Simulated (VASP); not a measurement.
# PtS2 (P-3m1) in VASP: further runs

PtS2 is run at these levels: PBE+D4, PBE0; tasks: relaxation of cell and atoms, single point.

Program: VASP 6.6.1. These are calculated values, not measurements. Logs are shortened: lines on timing, memory, paths and dates and some standing lists are left out, and cuts for length are marked.

**1. The cell of the first run**

Symmetry: P-3m1, No. 164, trigonal system. The conventional cell has a = 3.583 Å, b = 3.583 Å, c = 4.661 Å, α = 90.00°, β = 90.00°, γ = 120.00°. Within 3.2 Å of Pt (site symmetry -3m) lie 6 S at 2.39 Å. Within 3.2 Å of S (site symmetry 3m) lie 3 Pt at 2.39 Å and 6 S at 3.05 to 3.18 Å.

**2. Relaxation of cell and atoms, PBE+D4**

INCAR reads:

```
PREC = Accurate
ENCUT = 500
EDIFF = 1E-7
ISMEAR = -1
SIGMA = 0.02
LREAL = False
LASPH = True
NELM = 120
ALGO = Normal
ISIF = 3
LWAVE = False
LCHARG = False
GGA = PE
IVDW = 13
IBRION = 2
NSW = 80
EDIFFG = -0.005
GGA_COMPAT = False
NELMIN = 4
```

KPOINTS reads:

```
Automatic mesh
0
Gamma
  12 12 6
```

POSCAR reads:

```
PtS2
1.0
    3.5831026186      0.0000000000      0.0000000000
   -1.7915513093      3.1030578921      0.0000000000
    0.0000000000      0.0000000000      4.6606495818
Pt S
1 2
Direct
    0.0000000000      0.0000000000      0.0000000000
    0.3333333333      0.6666666667      0.2588494638
    0.6666666667      0.3333333333      0.7411505362
```

Potentials or basis: VASP PAW PBE potentials, release 64 (Pt, S).

Run with:

```bash
> cat potpaw_PBE.64/Pt/POTCAR potpaw_PBE.64/S/POTCAR > POTCAR
> mpirun -np 1 vasp_std > vasp.out
```

OUTCAR:

```text
PREC = Accurate
   ENCUT = 500
   EDIFF = 1E-7
   ISMEAR = -1
   LREAL = False
   LASPH = True
   NELM = 120
   ISIF = 3
   GGA = PE
   IVDW = 13
   IBRION = 2
   NSW = 80
   EDIFFG = -0.005
   NELMIN = 4

 ion  position               nearest neighbor table
   1  0.000  0.000  0.000-   2 2.39   3 2.39   3 2.39   2 2.39   3 2.39   2 2.39
   2  0.333  0.667  0.259-   1 2.39   1 2.39   1 2.39
   3  0.667  0.333  0.741-   1 2.39   1 2.39   1 2.39

  LATTYP: Found a hexagonal cell.
 ALAT       =     3.5831026186
 C/A-ratio  =     1.3007301431

  Lattice vectors:

 A1 = (   3.5831026186,   0.0000000000,   0.0000000000)
 A2 = (  -1.7915513093,   3.1030578921,   0.0000000000)
 A3 = (   0.0000000000,   0.0000000000,   4.6606495818)

Analysis of symmetry for initial positions (statically):
=====================================================================
 Subroutine PRICEL returns:
 Original cell was already a primitive cell.

 Routine SETGRP: Setting up the symmetry group for a
 hexagonal supercell.

 Subroutine GETGRP returns: Found 12 space group operations
 (whereof 12 operations were pure point group operations)
 out of a pool of 24 trial point group operations.

The static configuration has the point symmetry D_3d.

Analysis of symmetry for dynamics (positions and initial velocities):
=====================================================================
 Subroutine PRICEL returns:
 Original cell was already a primitive cell.

 Routine SETGRP: Setting up the symmetry group for a
 hexagonal supercell.

 Subroutine GETGRP returns: Found 12 space group operations
 (whereof 12 operations were pure point group operations)
 out of a pool of 24 trial point group operations.

The dynamic configuration has the point symmetry D_3d.

 Subroutine INISYM returns: Found 12 space group operations
 (whereof 12 operations are pure point group operations),
 and found     1 'primitive' translations

----------------------------------------------------------------------------------------

                                     Primitive cell

  volume of cell :      51.8198

  direct lattice vectors                    reciprocal lattice vectors
     3.583102619  0.000000000  0.000000000     0.279087737  0.161131380  0.000000000
    -1.791551309  3.103057892  0.000000000     0.000000000  0.322262760  0.000000000
     0.000000000  0.000000000  4.660649582     0.000000000  0.000000000  0.214562366

  length of vectors
     3.583102619  3.583102619  4.660649582     0.322262760  0.322262760  0.214562366

  position of ions in fractional coordinates (direct lattice)
     0.000000000  0.000000000  0.000000000
     0.333333333  0.666666667  0.258849464
     0.666666667  0.333333333  0.741150536

  ion indices of the primitive-cell ions
   primitive index   ion index
                 1           1
                 2           2
                 3           3

----------------------------------------------------------------------------------------

 KPOINTS: Automatic mesh

Automatic generation of k-mesh.
 Grid dimensions read from file:
 generate k-points for:   12   12    6

 Generating k-lattice:

  Cartesian coordinates                     Fractional coordinates (reciprocal lattice)
     0.023257311  0.013427615  0.000000000     0.083333333  0.000000000  0.000000000
     0.000000000  0.026855230  0.000000000     0.000000000  0.083333333  0.000000000
     0.000000000  0.000000000  0.035760394     0.000000000  0.000000000  0.166666667

  Length of vectors
     0.026855230  0.026855230  0.035760394

  Shift w.r.t. Gamma in fractional coordinates (k-lattice)
     0.000000000  0.000000000  0.000000000

 Subroutine IBZKPT returns following result:
 ===========================================

 Found    100 irreducible k-points:

 Following reciprocal coordinates:
            Coordinates               Weight
  0.000000  0.000000  0.000000      1.000000
  0.083333 -0.000000  0.000000      6.000000
  0.166667  0.000000  0.000000      6.000000
  0.250000 -0.000000  0.000000      6.000000
  0.333333 -0.000000  0.000000      6.000000
  0.416667 -0.000000  0.000000      6.000000
[... 16 lines left out ...]
  0.166667  0.000000  0.166667      6.000000
  0.000000  0.166667  0.166667      6.000000
 [... further k-points ...]
   k-points           NKPTS =    100   k-points in BZ     NKDIM =    100   number of bands    NBANDS=     15
   number of dos      NEDOS =    301   number of ions     NIONS =      3
   total plane-waves  NPLWV =  28224
   dimension x,y,z NGX =    28 NGY =   28 NGZ =   36
   dimension x,y,z NGXF=    56 NGYF=   56 NGZF=   72
   ions per type =               1   2
   NGX,Y,Z   is equivalent  to a cutoff of  12.99, 12.99, 12.84 a.u.
   NGXF,Y,Z  is equivalent  to a cutoff of  25.98, 25.98, 25.68 a.u.
 SYSTEM =  unknown system
   PREC   = accura    normal or accurate (medium, high low for compatibility)
   ISTART =      0    job   : 0-new  1-cont  2-samecut
   ICHARG =      2    charge: 1-file 2-atom 10-const
   ISPIN  =      1    spin polarized calculation?
   LNONCOLLINEAR =      F non collinear calculations
   LSORBIT =      F    spin-orbit coupling
   LASPH  =      T    aspherical Exc in radial PAW
   ENCUT  =  500.0 eV  36.75 Ry    6.06 a.u.   6.53  6.53  8.50*2*pi/ulx,y,z
   NELM   =    120;   NELMIN=  4; NELMDL= -5     # of ELM steps
   EDIFF  = 0.1E-06   stopping-criterion for ELM
   LREAL  =      F    real-space projection
   EDIFFG = -.5E-02   stopping-criterion for IOM
   NSW    =     80    number of steps for IOM
   IBRION =      2    ionic relax: 0-MD 1-quasi-New 2-CG
   NFREE  =      1    steps in history (QN), initial steepest desc. (CG)
   ISIF   =      3    stress and relaxation
   ISYM   =      2    0-nonsym 1-usesym 2-fastsym
   POTIM  = 0.5000    time-step for ionic-motion
   TEBEG  =    0.0;   TEEND  =   0.0 temperature during run
   PSTRESS=    0.0 pullay stress
   NELECT =      22.0000    total number of electrons
   NUPDOWN=      -1.0000    fix difference up-down
   EMIN   =  10.00;   EMAX   =-10.00  energy-range for DOS
   EFERMI =   0.00;   METHOD = LEGACY
   ISMEAR =    -1;   SIGMA  =   0.02  broadening in eV -4-tet -1-fermi 0-gaus
   EFERMI_NEDOS =   21; number of points for ismear=-14 and -15
   IALGO  =     38    algorithm
   IMIX   =      4    mixing-type and parameters
     AMIX     =   0.40;   BMIX     =  1.00
     AMIX_MAG =   1.60;   BMIX_MAG =  1.00
  volume/ion in A,a.u.               =      17.27       116.57
  Fermi-wavevector in a.u.,A,eV,Ry     =   1.230412  2.325141 20.598044  1.513914
  Thomas-Fermi vector in A             =   2.365261
   LORBIT       =      0    0 simple, 1 ext, 2 COOP (PROOUT), +10 PAW based schemes
   GGA     = PE    functional components
   LHFCALC =     F    Hartree Fock is set to
   AEXX    =    0.0000 exact exchange contribution
   IVDW    =    13    specifies the selected vdW correction
   LEPSILON=     F    determine dielectric tensor
   LRPA    =     F    only Hartree local field effects (RPA)
 conjugate gradient relaxation of ions
 non-spin polarized calculation
  energy-cutoff  :      500.00
  volume of cell :       51.82
 maximum number of plane-waves:      1348
 NGX is ok and might be reduce to    28
   NGX = 13   NGY = 13   NGZ = 17

--------------------------------------- Ionic step        1  -------------------------------------------

 number of electron      21.9999997 magnetization

 Free energy of the ion-electron system (eV)
  ---------------------------------------------------
  ext. energy  EPLUGINS =         0.00000000
  ---------------------------------------------------
  free energy    TOTEN  =       -15.31542537 eV

  energy without entropy =      -15.31532730  energy(sigma->0) =      -15.31537633

------------------------ aborting loop because EDIFF is reached ----------------------------------------

  DFT-D4 for vdW energy calculation

  Edisp (eV):   -1.39513

  FORCE on cell =-STRESS in cart. coord.  units (eV):
  Direction    XX          YY          ZZ          XY          YZ          ZX
  --------------------------------------------------------------------------------------
  -------------------------------------------------------------------------------------
  Total      -0.08601    -0.08601    -0.01631     0.00000     0.00000     0.00000
  in kB      -2.65932    -2.65932    -0.50416     0.00000     0.00000     0.00000
  external pressure =       -1.94 kB  Pullay stress =        0.00 kB
[... 227 lines left out ...]
  energy  without entropy=      -16.7107014071  energy(sigma->0) =      -16.71073492

--------------------------------------- Ionic step        7  -------------------------------------------

 number of electron      21.9999996 magnetization

 Free energy of the ion-electron system (eV)
  ---------------------------------------------------
  ext. energy  EPLUGINS =         0.00000000
  ---------------------------------------------------
  free energy    TOTEN  =       -15.32144350 eV

  energy without entropy =      -15.32140395  energy(sigma->0) =      -15.32142372

 E-fermi :   7.9724     XC(G=0): -11.0186

 val. band max:        7.9253054450   @ k =   0.0000   0.0000   0.0000
 cond. band min:       8.0652697575   @ k =   0.1667   0.1667   0.5000
 fundamental gap:      0.1399643125
 Fermi energy:         7.9723627613

 k-point     1 :       0.0000    0.0000    0.0000
  band No.  band energies     occupation
      1      -8.0241      2.00000
      2      -4.6375      2.00000
      3       0.2979      2.00000
      4       0.8366      2.00000
      5       0.8366      2.00000
      6       3.6748      2.00000
      7       3.6748      2.00000
      8       5.4264      2.00000
      9       6.3198      2.00000
     10       6.3198      2.00000
     11       7.9253      1.82632
     12       9.1141      0.00000
     13       9.1141      0.00000
     14      11.5775      0.00000
     15      12.9331      0.00000
[... 397 lines left out ...]
 k-point    24 :       0.0000    0.1667    0.1667
  band No.  band energies     occupation
      1      -7.5700      2.00000
      2      -5.0963      2.00000
      3       0.5587      2.00000
      4       1.0211      2.00000
      5       1.6119      2.00000
      6       2.9241      2.00000
      7       3.4869      2.00000
      8       4.6397      2.00000
      9       5.8697      2.00000
     10       6.3790      2.00000
     11       7.6834      2.00000
     12       8.7420      0.00000
     13       8.9193      0.00000
     14      12.7853      0.00000
     15      13.5768      0.00000

 [... further k-points ...]

------------------------ aborting loop because EDIFF is reached ----------------------------------------

  DFT-D4 for vdW energy calculation

  Edisp (eV):   -1.38941

  FORCE on cell =-STRESS in cart. coord.  units (eV):
  Direction    XX          YY          ZZ          XY          YZ          ZX
  --------------------------------------------------------------------------------------
  -------------------------------------------------------------------------------------
  Total       0.00412     0.00412     0.00208     0.00000     0.00000     0.00000
  in kB       0.12697     0.12697     0.06412     0.00000     0.00000     0.00000
  external pressure =        0.11 kB  Pullay stress =        0.00 kB
[... 18 lines left out ...]
  FREE ENERGIE OF THE ION-ELECTRON SYSTEM (eV)
  ---------------------------------------------------
  free  energy   TOTEN  =       -16.7108528027 eV

  energy  without entropy=      -16.7108132490  energy(sigma->0) =      -16.71083303

 reached required accuracy - stopping structural energy minimisation
```

Run time: 1.9 min. Hardware: 1 thread of Intel Xeon 6975P-C (Granite Rapids), shared host; peak memory 0.24 GiB.

Results:

| Quantity | Value |
| --- | --- |
| Free energy | -16.7109 eV |
| Relaxed volume | 17.34 Å³/atom |
| Relaxed cell | a = 3.580 Å, b = 3.580 Å, c = 4.688 Å, α = 90.00°, β = 90.00°, γ = 120.00° |
| Space group after relaxing (to 0.1 Å) | P-3m1 (No. 164) |
| Energy gained by relaxing | 0.1 meV/atom |
| Ionic steps | 7 |
| Pressure after relaxing | 0.0 GPa |
| Band gap on the k mesh | 0.14 eV (least direct gap 0.94 eV) |
| Dispersion energy per atom | -0.463 eV |

Step by step:
```tsv
step	energy change (eV)	largest force (eV/Å)	pressure (GPa)	volume (Å³)
1	0.0000	0.0331	-0.19	51.82
2	0.0001	0.0205	0.42	51.66
3	-0.0001	0.0096	0.08	51.75
4	-0.0001	0.0107	0.06	51.75
5	-0.0001	0.0098	0.06	51.78
6	-0.0002	0.0067	0.04	51.86
7	-0.0003	0.0004	0.01	52.02
```

Final structure:
```
Pt S
1.0
     3.57958    0.00000    0.00000
    -1.78979    3.10001    0.00000
     0.00000    0.00000    4.68800
Pt S
1 2
Direct
  0.00000 0.00000 0.00000
  0.33333 0.66667 0.25735
  0.66667 0.33333 0.74265
```

Caveat: spin-orbit coupling is left out, which moves the levels of the heavy elements. A k mesh can miss the band edges.

**3. Single point, PBE0**

This run uses another cell than the first one, of 18.66 Å³/atom.

POSCAR reads:

```
PtS2
1.0
    3.5526240046      0.0000000000      0.0000000000
   -1.7763120023      3.0766626381      0.0000000000
    0.0000000000      0.0000000000      5.1228330609
Pt S
1 2
Direct
    0.0000000000      0.0000000000      0.0000000000
    0.3333333333      0.6666666667      0.2392541205
    0.6666666667      0.3333333333      0.7607458795
```

INCAR.step1 reads:

```
  PREC = Accurate
  ENCUT = 400
  EDIFF = 1E-5
  ISMEAR = 0
  SIGMA = 0.01
  LREAL = False
  LASPH = True
  NELM = 120
  ALGO = Normal
  ISIF = 2
  LWAVE = True
  GGA = PE
  NBANDS = 18
  GGA_COMPAT = False
```

INCAR.step2 reads:

```
  PREC = Accurate
  ENCUT = 400
  EDIFF = 1E-6
  ISMEAR = 0
  SIGMA = 0.01
  LREAL = False
  LASPH = True
  NELM = 120
  ALGO = Normal
  ISIF = 2
  LWAVE = False
  LCHARG = True
  GGA = PE
  LHFCALC = True
  AEXX = 0.25
  PRECFOCK = Normal
  LELF = True
  LVHAR = True
  ISTART = 1
  NBANDS = 18
  GGA_COMPAT = False
```

KPOINTS reads:

```
Automatic mesh
0
Gamma
  6 6 4
```

Potentials or basis: VASP PAW PBE potentials, release 64 (Pt, S).

Run with:

```bash
> cat potpaw_PBE.64/Pt/POTCAR potpaw_PBE.64/S/POTCAR > POTCAR
> cp INCAR.step1 INCAR
> mpirun -np 1 vasp_std > vasp.out
> cp INCAR.step2 INCAR
> mpirun -np 1 vasp_std > vasp.out
```

Run time: 29 min. Hardware: 1 thread of AMD EPYC 7R13 (Zen 3), shared host; peak memory 0.15 GiB.

Results (log left out):

* Free energy: -20.2411 eV
* Pressure: -1.5 GPa
* Largest force: 0.411 eV/Å
* Band gap on the k mesh: 2.08 eV (least direct gap 2.82 eV)

Forces on the atoms (eV/Å):
```
Pt   0.000  0.000  0.000
S    0.000  0.000 -0.411
S    0.000  0.000  0.411
```

Stress tensor (GPa, compression positive):
```
-2.00  0.00  0.00
 0.00 -2.00  0.00
 0.00  0.00 -0.53
```

Levels at points of the mesh, in eV from the valence-band top:
| k point | band 8 | band 9 | band 10 | band 11 | band 12 | band 13 | band 14 | band 15 |
| --- | --- | --- | --- | --- | --- | --- | --- | --- |
| (0.00, 0.00, 0.00) | -2.73 | -1.17 | -1.17 | 0.00 | 3.42 | 3.42 | 6.19 | 7.10 |
| (0.50, 0.00, 0.00) | -3.86 | -3.58 | -3.50 | -2.98 | 2.91 | 4.02 | 7.08 | 8.05 |
| (0.00, 0.00, 0.50) | -2.88 | -1.60 | -1.41 | -1.41 | 4.03 | 4.03 | 7.08 | 8.88 |
| (0.50, 0.00, 0.50) | -3.93 | -3.49 | -3.07 | -1.66 | 3.08 | 3.68 | 6.76 | 7.03 |

Caveat: the PAW data sets were made with another functional, which shifts forces and pressure a little; spin-orbit coupling is left out, which moves the levels of the heavy elements. A k mesh can miss the band edges.
